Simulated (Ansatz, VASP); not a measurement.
**Two plane-wave programs on ScTiF5**

The input INCAR:

```
SYSTEM = ScTiF5
PREC = Accurate
ENCUT = 600
EDIFF = 1E-7
ISMEAR = 0
SIGMA = 0.15
LREAL = .FALSE.
LASPH = .TRUE.
NELM = 150
ALGO = Normal
ISIF = 3
LWAVE = .FALSE.
LCHARG = .FALSE.
ISPIN = 2
MAGMOM = 0 1 0 0 0 0 0
LORBIT = 11
LMAXMIX = 4
GGA = PE
IBRION = 2
NSW = 36
EDIFFG = -0.08
```

Contents of KPOINTS:

```
Automatic mesh
0
G
  3 3 2
  0 0 0
```

POSCAR

```
ScTiF5
1.0
    3.7665062200      0.0000000000      0.0000000000
    0.0000000000      3.7665062200      0.0000000000
    0.0000000000      0.0000000000      6.0999170000
Sc Ti F
1 1 5
Direct
    0.0000000000      0.0000000000      0.5000000000
    0.0000000000      0.0000000000      0.0000000000
    0.5000000000      0.5000000000      0.0000000000
    0.5000000000      0.0000000000      0.3007800000
    0.0000000000      0.5000000000      0.3007800000
    0.5000000000      0.0000000000      0.6992200000
    0.0000000000      0.5000000000      0.6992200000
```

Input for Ansatz:

```yaml
crystal:
  lattice:
    - [3.76650622, 0.0, 0.0]
    - [0.0, 3.76650622, 0.0]
    - [0.0, 0.0, 6.099917]
  atoms:
    - { symbol: Sc, position: [0.0, 0.0, 0.5] }
    - { symbol: Ti, position: [0.0, 0.0, 0.0], spin: 1.0 }
    - { symbol: F, position: [0.5, 0.5, 0.0] }
    - { symbol: F, position: [0.5, 0.0, 0.30078] }
    - { symbol: F, position: [0.0, 0.5, 0.30078] }
    - { symbol: F, position: [0.5, 0.0, 0.69922] }
    - { symbol: F, position: [0.0, 0.5, 0.69922] }
basis:
  ecutwfc: 420
kpoints:
  mp_grid: { grid: [3, 3, 2] }
hamiltonian:
  xc: pbe
scf:
  occupations: { method: gaussian, width: 0.15 }
  lower_state_search: "off"
output:
  forces: true
  stress: true
  eigenvalues: true
  populations: true
magnetization:
  spin_polarized: true
relax:
  adjacent_minimum: "off"
  f_tol: 0.08
  max_steps: 16
  cell: { stress_tol: 0.8 }
```

Change from the starting cell: species swapped into the YbIn5Rh type (P4/mmm, No. 123).

Alike in both runs: task relaxation of cell and atoms; functional PBE; k mesh 3 × 3 × 2; occupations gaussian, width 0.15 eV; collinear spin.

|  | VASP | Ansatz |
| --- | --- | --- |
| version | VASP 6.6.1 | Ansatz 0.2.0 |
| potentials or method | VASP PAW PBE potentials, release 64 (Sc_sv, Ti_sv, F), cutoff 600 eV | scalar-relativistic, plane waves, PAW |
| valence electrons in the cell | 58 | 58 |

|  | VASP | Ansatz | Ansatz less VASP |
| --- | --- | --- | --- |
| gap on the k mesh at the Fermi level, each at its own relaxed structure (eV) | 0.45 | 0.47 | +0.021 |
| net moment per atom (μB) | 0.29 | 0.29 | 0.000 |
| size of the moment on the site where the two differ most (μB) | 1.67 | 1.55 | -0.115 |
| relaxed volume (Å³/atom) | 11.15 | 11.21 | +0.062 |
| relaxed length of the cell vector where the two differ most in proportion (Å) | 6.521 | 6.534 | +0.0137 |

Site moments also hang on the region over which each program counts them.

The k mesh is coarse, so the values compare programs but aren't converged.
